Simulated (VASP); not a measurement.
## CdTe: single point with revPBE

Crystal: CdTe.

```
CELL_PARAMETERS angstrom
0.00000 3.24393 3.24393
3.24393 0.00000 3.24393
3.24393 3.24393 0.00000
ATOMIC_POSITIONS crystal
Cd 0.00000 0.00000 0.00000
Te 0.25000 0.25000 0.25000
```

```yaml
Program: VASP 6.6.1
Task: single point
Functional: revPBE
Potentials_or_basis: VASP PAW PBE potentials, release 64 (Cd, Te)
Cutoff: 520 eV
k_mesh: 6 × 6 × 6
Occupations: gaussian, width 0.05 eV
Spin: no spin polarisation
Dipole_correction: no
Further_INCAR_settings: ALGO = Normal; EDIFF = 1e-07; NBANDS = 16
```

```json
{"Pressure": "3.8 GPa", "Band gap on the k mesh": "0.87 eV, direct"}
```

Levels at points of the mesh, in eV from the valence-band top:
```tsv
k point	band 5	band 6	band 7	band 8	band 9	band 10	band 11	band 12	band 13	band 14
(0.00, 0.00, 0.00)	-8.03	-8.03	0.00	0.00	0.00	0.87	4.65	4.65	4.65	7.65
(0.50, 0.00, 0.00)	-8.02	-7.67	-4.37	-0.77	-0.77	1.90	5.24	5.24	7.26	8.79
(0.50, 0.50, 0.00)	-8.00	-7.53	-4.26	-1.84	-1.84	2.74	2.74	8.96	9.17	9.17
```

It took 48 s on 1 thread of Intel Xeon 6975P-C, on a shared host, peak memory 0.21 GiB.

Caveat: the PAW data sets were made with another functional, which shifts forces and pressure a little; spin-orbit coupling is left out, which moves the levels of the heavy elements.
